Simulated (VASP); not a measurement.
# TiO2 (I4_1/amd) in VASP: a series of runs

Runs on TiO2. Level: PBE. Tasks: single point.

Everything below comes from runs of VASP 6.6.1. Logs are shortened: lines on timing, memory, paths and dates and some standing lists are left out, and cuts for length are marked.

## Step 1: The cell of the first run

It takes space group I4_1/amd (No. 141, tetragonal). Conventional cell: a = 3.742 Å, b = 3.742 Å, c = 9.697 Å, α = 90.00°, β = 90.00°, γ = 90.00°. Ti (site symmetry -4m2) has 6 O at 1.92 to 2.00 Å within 2.5 Å. Within 2.5 Å of O (site symmetry 2mm) lie 3 Ti at 1.92 to 2.00 Å and 2 O at 2.45 Å.

## Step 2: Single point, PBE (strain -0.015 along x and y, +0.000 along z)

Input file INCAR:

```
PREC = Accurate ; ENCUT = 520
EDIFF = 1E-6 ; ISMEAR = 0
SIGMA = 0.05 ; LREAL = F
LASPH = T ; NELM = 60
ALGO = Normal ; ISIF = 2
LWAVE = F ; LCHARG = T
GGA = PE ; LELF = T
LVHAR = T ; NBANDS = 33
```

Input file KPOINTS:

```
regular mesh
0
Gamma
  10 10 10
```

Input file POSCAR:

```
TiO2
1.0
   -1.8711171002      1.8711171002      4.8484484049
    1.8711171002     -1.8711171002      4.8484484049
    1.8711171002      1.8711171002     -4.8484484049
Ti O
2 4
Direct
    0.0000000000      0.0000000000      0.0000000000
    0.7500000000      0.2500000000      0.5000000000
    0.2065067269      0.2065067269      0.0000000000
    0.9565067269      0.4565067269      0.5000000000
    0.5434932731      0.0434932731      0.5000000000
    0.7934932731      0.7934932731      0.0000000000
```

Potentials or basis: VASP PAW PBE potentials, release 64 (Ti_sv, O).

Started as:

```bash
$ cat potpaw_PBE.64/Ti_sv/POTCAR potpaw_PBE.64/O/POTCAR > POTCAR
$ mpirun -np 1 vasp_std > vasp.out
```

OUTCAR:

```text
PREC = Accurate
   ENCUT = 520
   EDIFF = 1E-6
   ISMEAR = 0
   LREAL = F
   LASPH = T
   NELM = 60
   ISIF = 2
   GGA = PE

 ion  position               nearest neighbor table
   1  0.000  0.000  0.000-   5 1.92   4 1.92   5 1.92   4 1.92   3 2.00   6 2.00
   2  0.750  0.250  0.500-   6 1.92   3 1.92   6 1.92   3 1.92   4 2.00   5 2.00
   3  0.207  0.207  0.000-   2 1.92   2 1.92   1 2.00
   4  0.957  0.457  0.500-   1 1.92   1 1.92   2 2.00
   5  0.543  0.043  0.500-   1 1.92   1 1.92   2 2.00
   6  0.793  0.793  0.000-   2 1.92   2 1.92   1 2.00

  LATTYP: Found a body centered tetragonal cell.
 ALAT       =     3.7422342004
 C/A-ratio  =     2.5912052241

  Lattice vectors:

 A1 = (  -1.8711171002,   1.8711171002,   4.8484484049)
 A2 = (   1.8711171002,  -1.8711171002,   4.8484484049)
 A3 = (   1.8711171002,   1.8711171002,  -4.8484484049)

Analysis of symmetry for initial positions (statically):
=====================================================================
 Subroutine PRICEL returns:
 Original cell was already a primitive cell.

 Routine SETGRP: Setting up the symmetry group for a
 body centered tetragonal supercell.

 Subroutine GETGRP returns: Found 16 space group operations
 (whereof  8 operations were pure point group operations)
 out of a pool of 16 trial point group operations.

The static configuration has the point symmetry D_2d.
 The point group associated with its full space group is D_4h.

Analysis of symmetry for dynamics (positions and initial velocities):
=====================================================================
 Subroutine PRICEL returns:
 Original cell was already a primitive cell.

 Routine SETGRP: Setting up the symmetry group for a
 body centered tetragonal supercell.

 Subroutine GETGRP returns: Found 16 space group operations
 (whereof  8 operations were pure point group operations)
 out of a pool of 16 trial point group operations.

The dynamic configuration has the point symmetry D_2d.
 The point group associated with its full space group is D_4h.

 Subroutine INISYM returns: Found 16 space group operations
 (whereof  8 operations are pure point group operations),
 and found     1 'primitive' translations

----------------------------------------------------------------------------------------

                                     Primitive cell

  volume of cell :      67.8992

  direct lattice vectors                    reciprocal lattice vectors
    -1.871117100  1.871117100  4.848448405     0.000000000  0.267220047  0.103125775
     1.871117100 -1.871117100  4.848448405     0.267220047  0.000000000  0.103125775
     1.871117100  1.871117100 -4.848448405     0.267220047  0.267220047  0.000000000

  length of vectors
     5.523550519  5.523550519  5.523550519     0.286428838  0.286428838  0.377906215

  position of ions in fractional coordinates (direct lattice)
     0.000000000  0.000000000  0.000000000
     0.750000000  0.250000000  0.500000000
     0.206506727  0.206506727  0.000000000
     0.956506727  0.456506727  0.500000000
     0.543493273  0.043493273  0.500000000
     0.793493273  0.793493273  0.000000000

  ion indices of the primitive-cell ions
   primitive index   ion index
                 1           1
                 2           2
                 3           3
                 4           4
                 5           5
                 6           6

----------------------------------------------------------------------------------------

 KPOINTS: regular mesh

Automatic generation of k-mesh.
 Grid dimensions read from file:
 generate k-points for:   10   10   10

 Generating k-lattice:

  Cartesian coordinates                     Fractional coordinates (reciprocal lattice)
     0.000000000  0.026722005  0.010312578     0.100000000 -0.000000000  0.000000000
     0.026722005  0.000000000  0.010312578    -0.000000000  0.100000000  0.000000000
     0.026722005  0.026722005  0.000000000     0.000000000  0.000000000  0.100000000

  Length of vectors
     0.028642884  0.028642884  0.037790622

[... 53 lines left out ...]
      5     -29.1354      2.00000
      6     -29.0705      2.00000
[... 25 lines left out ...]
     32       8.7054      0.00000
     33       8.9605      0.00000

 k-point     2 :       0.1000    0.0000   -0.0000
  band No.  band energies     occupation
      1     -52.9053      2.00000
      2     -52.8513      2.00000
      3     -29.3669      2.00000
      4     -29.1487      2.00000
      5     -29.1362      2.00000
      6     -29.0768      2.00000
[... 25 lines left out ...]
     32       8.9921      0.00000
     33       9.2237      0.00000

 k-point     3 :       0.2000    0.0000   -0.0000
  band No.  band energies     occupation
      1     -52.9018      2.00000
      2     -52.8535      2.00000
      3     -29.3598      2.00000
      4     -29.1826      2.00000
      5     -29.1382      2.00000
      6     -29.0916      2.00000
[... 25 lines left out ...]
     32       9.3463      0.00000
     33       9.6176      0.00000

 k-point     4 :       0.3000    0.0000   -0.0000
  band No.  band energies     occupation
      1     -52.8968      2.00000
      2     -52.8568      2.00000
      3     -29.3516      2.00000
      4     -29.2235      2.00000
      5     -29.1404      2.00000
      6     -29.1059      2.00000
[... 25 lines left out ...]
     32       9.5417      0.00000
     33       9.8432      0.00000

 k-point     5 :       0.4000    0.0000   -0.0000
  band No.  band energies     occupation
      1     -52.8920      2.00000
      2     -52.8603      2.00000
      3     -29.3450      2.00000
      4     -29.2576      2.00000
      5     -29.1420      2.00000
      6     -29.1128      2.00000
[... 604 lines left out ...]
 k-point    22 :      -0.2000    0.2000    0.0000
  band No.  band energies     occupation
      1     -52.8994      2.00000
      2     -52.8540      2.00000
      3     -29.3655      2.00000
      4     -29.1975      2.00000
      5     -29.1612      2.00000
      6     -29.1108      2.00000
[... 25 lines left out ...]
     32      10.0760      0.00000
     33      10.1759      0.00000

 k-point    23 :       0.3000    0.3000   -0.0000
  band No.  band energies     occupation
      1     -52.8848      2.00000
      2     -52.8654      2.00000
      3     -29.3257      2.00000
      4     -29.2706      2.00000
      5     -29.1881      2.00000
      6     -29.1450      2.00000
[... 25 lines left out ...]
     32       9.9074      0.00000
     33      10.8322      0.00000

 k-point    24 :       0.4000    0.3000   -0.0000
  band No.  band energies     occupation
      1     -52.8811      2.00000
      2     -52.8677      2.00000
      3     -29.3295      2.00000
      4     -29.2926      2.00000
      5     -29.1912      2.00000
      6     -29.1617      2.00000
[... 25 lines left out ...]
     32       9.8849      0.00000
     33      10.9108      0.00000

 [... further k-points ...]
[... 5 lines left out ...]
  --------------------------------------------------------------------------------------
  -------------------------------------------------------------------------------------
  Total        3.5899414      3.5899414      2.1565672      0.0000000     -0.0000000      0.0000000
  in kB       84.7097188     84.7097188     50.8872381      0.0000000     -0.0000000      0.0000000
  external PRESSURE =      73.4355585 kB  Pullay stress =       0.0000000 kB

 VOLUME and BASIS-vectors are now :
 -----------------------------------------------------------------------------
  energy-cutoff  :      520.00
  volume of cell :       67.90
      direct lattice vectors                 reciprocal lattice vectors
    -1.871117100  1.871117100  4.848448405     0.000000000  0.267220047  0.103125775
     1.871117100 -1.871117100  4.848448405     0.267220047  0.000000000  0.103125775
     1.871117100  1.871117100 -4.848448405     0.267220047  0.267220047  0.000000000

 POSITION                                       TOTAL-FORCE (eV/Angst)
 -----------------------------------------------------------------------------------
      0.00000      0.00000      0.00000        -0.000000     -0.000000      0.000000
      0.00000      1.87112      2.42422        -0.000000     -0.000000      0.000000
      0.00000      0.00000      2.00247         0.000000     -0.000000     -0.013904
      0.00000      1.87112      4.42670        -0.000000      0.000000     -0.013904
      0.00000      1.87112      0.42175        -0.000000      0.000000      0.013904
      0.00000      0.00000      7.69442         0.000000     -0.000000      0.013904
 -----------------------------------------------------------------------------------
    total drift:                               -0.000000      0.000000      0.000000

  FREE ENERGIE OF THE ION-ELECTRON SYSTEM (eV)
  ---------------------------------------------------
  free  energy   TOTEN  =       -53.8040428099 eV

  energy  without entropy=      -53.8040428099  energy(sigma->0) =      -53.80404281
```

It used 390 s of CPU time on 1 thread of Intel Xeon 6975P-C, on a shared host.

Results:

- Free energy: -53.8040 eV
- Pressure: 7.3 GPa
- Largest force: 0.014 eV/Å
- Band gap on the k mesh: 2.20 eV, indirect (least direct gap 2.51 eV)

Forces on the atoms (eV/Å):
```
Ti   0.000  0.000  0.000
Ti   0.000  0.000  0.000
O    0.000  0.000 -0.014
O    0.000  0.000 -0.014
O    0.000  0.000  0.014
O    0.000  0.000  0.014
```

Stress tensor (GPa, compression positive):
```
8.47 0.00 0.00
0.00 8.47 0.00
0.00 0.00 5.09
```

Levels at points of the mesh, in eV from the valence-band top:
```
           k point  band 20  band 21  band 22  band 23  band 24  band 25  band 26  band 27  band 28  band 29
(0.00, 0.00, 0.00)    -0.83    -0.83    -0.83    -0.45    -0.45     2.20     2.87     4.15     4.15     4.16
(0.50, 0.00, 0.00)    -1.97    -1.93    -0.93    -0.85    -0.67     3.35     3.59     3.66     3.68     4.38
(0.50, 0.50, 0.00)    -2.64    -2.06    -2.06    -0.05    -0.05     3.32     3.32     3.82     3.82     5.01
(0.50, 0.50, 0.50)    -1.37    -1.27    -1.27    -0.10    -0.10     2.52     2.52     3.87     3.87     4.44
```

Caveat: the cell differs from its parent crystal (strain -0.015 along x and y, +0.000 along z). A k mesh can miss the band edges.

## Step 3: Single point, PBE (strain +0.000 along x and y, -0.015 along z)

Input file INCAR:

```
SYSTEM = TiO2
PREC     = Accurate       ! precision mode
ENCUT    = 520            ! plane-wave cutoff, eV
EDIFF    = 1E-6           ! SCF threshold, eV
ISMEAR   = 0              ! smearing method
SIGMA    = 0.05           ! smearing width, eV
LREAL    = .False.        ! projectors in reciprocal space
LASPH    = .True.         ! aspherical terms in the spheres
NELM     = 100            ! most SCF steps
ALGO     = Normal         ! electronic algorithm
ISIF     = 2              ! what is computed and relaxed
LWAVE    = .False.        ! write WAVECAR
LCHARG   = .False.        ! write CHGCAR
GGA      = PE             ! functional
NBANDS   = 33             ! bands
```

Input file KPOINTS:

```
Automatic mesh
0
Gamma
  10 10 10
  0 0 0
```

Changes to POSCAR since step 2:

```diff
@@ -2,5 +2,5 @@
 1.0
-   -1.8711171002      1.8711171002      4.8484484049
-    1.8711171002     -1.8711171002      4.8484484049
-    1.8711171002      1.8711171002     -4.8484484049
+   -1.8996112692      1.8996112692      4.7757216788
+    1.8996112692     -1.8996112692      4.7757216788
+    1.8996112692      1.8996112692     -4.7757216788
 Ti O
```

Potentials or basis: VASP PAW PBE potentials, release 64 (Ti_sv, O).

Started as:

```bash
$ cat potpaw_PBE.64/Ti_sv/POTCAR potpaw_PBE.64/O/POTCAR > POTCAR
$ mpirun -np 1 vasp_std > vasp.out
```

Run time: 9.4 min. Hardware: 1 thread of Intel Xeon 6975P-C, shared host; peak memory 0.37 GiB.

The run converged. Its results:

```
Free energy            : -53.8392 eV
Pressure               : 4.1 GPa
Largest force          : 0.297 eV/Å
Band gap on the k mesh : 2.14 eV, indirect (least direct gap 2.42 eV)
```

Forces in eV/Å, atoms in the order of the input:
```
Ti   0.000  0.000  0.000
Ti   0.000  0.000  0.000
O    0.000  0.000  0.297
O    0.000  0.000  0.297
O    0.000  0.000 -0.297
O    0.000  0.000 -0.297
```

Stress tensor (GPa, compression positive):
```
2.79 0.00 0.00
0.00 2.79 0.00
0.00 0.00 6.76
```

Levels at points of the mesh, in eV from the valence-band top:
| k point | band 20 | band 21 | band 22 | band 23 | band 24 | band 25 | band 26 | band 27 | band 28 | band 29 |
| --- | --- | --- | --- | --- | --- | --- | --- | --- | --- | --- |
| (0.00, 0.00, 0.00) | -0.73 | -0.71 | -0.71 | -0.42 | -0.42 | 2.14 | 2.86 | 4.05 | 4.05 | 4.05 |
| (0.50, 0.00, 0.00) | -1.93 | -1.89 | -0.89 | -0.77 | -0.59 | 3.23 | 3.56 | 3.58 | 3.63 | 4.29 |
| (0.50, 0.50, 0.00) | -2.59 | -1.96 | -1.96 | -0.04 | -0.04 | 3.32 | 3.32 | 3.79 | 3.79 | 4.85 |
| (0.50, 0.50, 0.50) | -1.30 | -1.19 | -1.19 | -0.07 | -0.07 | 2.49 | 2.49 | 3.78 | 3.78 | 4.34 |

Caveat: the cell differs from its parent crystal (strain +0.000 along x and y, -0.015 along z). A k mesh can miss the band edges.

## Step 4: Single point, PBE (strain -0.015 along x and y, +0.015 along z)

Input file INCAR:

```
SYSTEM = TiO2
PREC = Accurate ; ENCUT = 520
EDIFF = 1E-6 ; ISMEAR = 0
SIGMA = 0.05 ; LREAL = .FALSE.
LASPH = .TRUE. ; NELM = 60
ALGO = Normal ; ISIF = 2
LWAVE = .FALSE. ; LCHARG = .TRUE.
GGA = PE ; LELF = .TRUE.
LVHAR = .TRUE. ; NBANDS = 33
```

Input file KPOINTS:

```
regular mesh
0
G
  10 10 10
  0 0 0
```

Changes to POSCAR since step 3:

```diff
@@ -2,5 +2,5 @@
 1.0
-   -1.8996112692      1.8996112692      4.7757216788
-    1.8996112692     -1.8996112692      4.7757216788
-    1.8996112692      1.8996112692     -4.7757216788
+   -1.8711171002      1.8711171002      4.9211751310
+    1.8711171002     -1.8711171002      4.9211751310
+    1.8711171002      1.8711171002     -4.9211751310
 Ti O
```

Started as:

```bash
$ cat potpaw_PBE.64/Ti_sv/POTCAR potpaw_PBE.64/O/POTCAR > POTCAR
$ mpirun -np 1 vasp_std > vasp.out
```

Wall time 8.6 min (1 thread of Intel Xeon 6975P-C, shared host); peak memory 0.37 GiB.

It converged, with:

| Item | Value |
| --- | --- |
| Free energy | -53.8204 eV |
| Pressure | 4.1 GPa |
| Largest force | 0.251 eV/Å |
| Band gap on the k mesh | 2.18 eV, indirect (least direct gap 2.51 eV) |

Forces on the atoms (eV/Å):
```
Ti   0.000  0.000  0.000
Ti   0.000  0.000  0.000
O    0.000  0.000 -0.251
O    0.000  0.000 -0.251
O    0.000  0.000  0.251
O    0.000  0.000  0.251
```

Stress tensor (GPa, compression positive):
```
 6.25  0.00  0.00
 0.00  6.25  0.00
 0.00  0.00 -0.25
```

Levels at points of the mesh, in eV from the valence-band top:
```tsv
k point	band 21	band 22	band 23	band 24	band 25	band 26	band 27	band 28
(0.00, 0.00, 0.00)	-0.91	-0.88	-0.45	-0.45	2.18	2.80	4.09	4.09
(0.50, 0.00, 0.00)	-1.89	-0.93	-0.92	-0.71	3.32	3.50	3.56	3.63
(0.50, 0.50, 0.00)	-2.08	-2.08	-0.05	-0.05	3.23	3.23	3.72	3.72
(0.50, 0.50, 0.50)	-1.31	-1.31	-0.14	-0.14	2.48	2.48	3.81	3.81
```

Caveat: the cell differs from its parent crystal (strain -0.015 along x and y, +0.015 along z). A k mesh can miss the band edges.

## Step 5: Single point, PBE (strain -0.015 along x and y, +0.030 along z)

Input file INCAR:

```
PREC = Accurate
ENCUT = 520
EDIFF = 1E-6
ISMEAR = 0
SIGMA = 0.05
LREAL = False
LASPH = True
NELM = 60
ALGO = Normal
ISIF = 2
LWAVE = False
LCHARG = False
GGA = PE
NBANDS = 33
```

Input file KPOINTS:

```
regular mesh
0
Gamma
  10 10 10
```

Changes to POSCAR since step 4:

```diff
@@ -2,5 +2,5 @@
 1.0
-   -1.8711171002      1.8711171002      4.9211751310
-    1.8711171002     -1.8711171002      4.9211751310
-    1.8711171002      1.8711171002     -4.9211751310
+   -1.8711171002      1.8711171002      4.9939018570
+    1.8711171002     -1.8711171002      4.9939018570
+    1.8711171002      1.8711171002     -4.9939018570
 Ti O
```

Started as:

```bash
$ cat potpaw_PBE.64/Ti_sv/POTCAR potpaw_PBE.64/O/POTCAR > POTCAR
$ mpirun -np 1 vasp_std > vasp.out
```

Run time: 8.5 min. Hardware: 1 thread of Intel Xeon 6975P-C, shared host; peak memory 0.38 GiB.

It converged, with:

* Free energy: -53.8054 eV
* Pressure: 1.2 GPa
* Largest force: 0.443 eV/Å
* Band gap on the k mesh: 2.16 eV, indirect (least direct gap 2.51 eV)

Forces on the atoms (eV/Å):
```
Ti   0.000  0.000  0.000
Ti   0.000  0.000  0.000
O    0.000  0.000 -0.443
O    0.000  0.000 -0.443
O    0.000  0.000  0.443
O    0.000  0.000  0.443
```

Stress tensor (GPa, compression positive):
```
 4.14  0.00  0.00
 0.00  4.14  0.00
 0.00  0.00 -4.77
```

Levels at points of the mesh, in eV from the valence-band top:
```tsv
k point	band 21	band 22	band 23	band 24	band 25	band 26	band 27	band 28
(0.00, 0.00, 0.00)	-1.00	-0.92	-0.45	-0.45	2.16	2.72	4.03	4.03
(0.50, 0.00, 0.00)	-1.85	-1.01	-0.91	-0.74	3.29	3.41	3.46	3.58
(0.50, 0.50, 0.00)	-2.08	-2.08	-0.05	-0.05	3.13	3.13	3.63	3.63
(0.50, 0.50, 0.50)	-1.35	-1.35	-0.17	-0.17	2.43	2.43	3.76	3.76
```

Caveat: the cell differs from its parent crystal (strain -0.015 along x and y, +0.030 along z).

## Step 6: Single point, PBE (strain +0.015 along x and y, -0.030 along z)

Input file INCAR:

```
PREC = Accurate
ENCUT = 520
EDIFF = 1E-6
ISMEAR = 0
SIGMA = 0.05
LREAL = F
LASPH = T
NELM = 100
ALGO = Normal
ISIF = 2
LWAVE = F
LCHARG = T
GGA = PE
LELF = T
LVHAR = T
NBANDS = 33
```

KPOINTS is that of step 5.

Changes to POSCAR since step 5:

```diff
@@ -2,5 +2,5 @@
 1.0
-   -1.8711171002      1.8711171002      4.9939018570
-    1.8711171002     -1.8711171002      4.9939018570
-    1.8711171002      1.8711171002     -4.9939018570
+   -1.9281054382      1.9281054382      4.7029949528
+    1.9281054382     -1.9281054382      4.7029949528
+    1.9281054382      1.9281054382     -4.7029949528
 Ti O
```

Potentials or basis: VASP PAW PBE potentials, release 64 (Ti_sv, O).

Started as:

```bash
$ cat potpaw_PBE.64/Ti_sv/POTCAR potpaw_PBE.64/O/POTCAR > POTCAR
$ mpirun -np 1 vasp_std > vasp.out
```

It took 9.4 min on 1 thread of Intel Xeon 8259CL, shared host; peak memory 0.36 GiB.

Results (log left out):

```
Free energy            : -53.7923 eV
Pressure               : 1.8 GPa
Largest force          : 0.614 eV/Å
Band gap on the k mesh : 2.09 eV, indirect (least direct gap 2.36 eV)
```

Forces on the atoms (eV/Å):
```
Ti   0.000  0.000  0.000
Ti   0.000  0.000  0.000
O    0.000  0.000  0.614
O    0.000  0.000  0.614
O    0.000  0.000 -0.614
O    0.000  0.000 -0.614
```

Stress tensor (GPa, compression positive):
```
-1.89  0.00  0.00
 0.00 -1.89  0.00
 0.00  0.00  9.33
```

Levels at points of the mesh, in eV from the valence-band top:
```csv
k point,band 21,band 22,band 23,band 24,band 25,band 26,band 27,band 28
"(0.00, 0.00, 0.00)",-0.59,-0.59,-0.39,-0.39,2.09,2.87,3.98,3.98
"(0.50, 0.00, 0.00)",-1.82,-0.84,-0.69,-0.51,3.13,3.50,3.55,3.64
"(0.50, 0.50, 0.00)",-1.84,-1.84,-0.04,-0.04,3.33,3.33,3.79,3.79
"(0.50, 0.50, 0.50)",-1.11,-1.11,-0.06,-0.06,2.46,2.46,3.74,3.74
```

Caveat: the cell differs from its parent crystal (strain +0.015 along x and y, -0.030 along z). A k mesh can miss the band edges.

## Step 7: The runs side by side

| cell | gap on the mesh (eV) | pressure (GPa) | largest force (eV/Å) |
| --- | --- | --- | --- |
| a = 5.524 Å, angles 140.4, 140.4, 57.2°, 6 atoms | 2.20 | 7.3 | 0.01 |
| a = 5.479 Å, angles 139.4, 139.4, 58.7°, 6 atoms | 2.14 | 4.1 | 0.30 |
| a = 5.587 Å, angles 140.9, 140.9, 56.5°, 6 atoms | 2.18 | 4.1 | 0.25 |
| a = 5.652 Å, angles 141.3, 141.3, 55.8°, 6 atoms | 2.16 | 1.2 | 0.44 |
| a = 5.436 Å, angles 138.5, 138.5, 60.2°, 6 atoms | 2.09 | 1.8 | 0.61 |

Alike in all rows: task single point; level PBE; potentials or basis VASP PAW PBE potentials, release 64 (Ti_sv, O); no spin polarisation; k mesh 10 × 10 × 10; cutoff (eV) 520; smearing gaussian 0.05 eV.

Total energies depend on the potentials used, so only differences within one code and one set of settings carry meaning.
